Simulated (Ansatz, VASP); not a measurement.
## AlN in VASP and in Ansatz

```
CELL_PARAMETERS angstrom
0.00000 2.17104 2.17104
2.17104 0.00000 2.17104
2.17104 2.17104 0.00000
ATOMIC_POSITIONS crystal
Al 0.00000 0.00000 0.00000
N 0.25000 0.25000 0.25000
```

Alike in both runs: functional LDA; k mesh 8 × 8 × 8; occupations gaussian, width 0.02 eV; no spin polarisation.

Ansatz relaxed the structure, and its values are those at the end. VASP's run is a single point on that final structure, the one shown.

|  | VASP | Ansatz |
| --- | --- | --- |
| version | VASP 6.6.1 | Ansatz 0.2.0 |
| potentials or method | VASP PAW LDA potentials, release 64 (Al, N), cutoff 600 eV | scalar-relativistic, plane waves, PAW |
| valence electrons in the cell | 8 | 8 |

|  | VASP | Ansatz | Ansatz less VASP |
| --- | --- | --- | --- |
| gap on the k mesh at the Fermi level (eV) | 3.23 | 3.25 | +0.019 |
| least direct gap on the mesh (eV) | 4.39 | 4.39 | -0.008 |
| pressure (GPa) | 0.6 | 0.0 | -0.57 |

Ansatz warns that its potentials were made for another functional, while VASP's fit it. LDA's correlation is that of Perdew and Zunger in VASP and of Perdew and Wang (1992) in Ansatz.
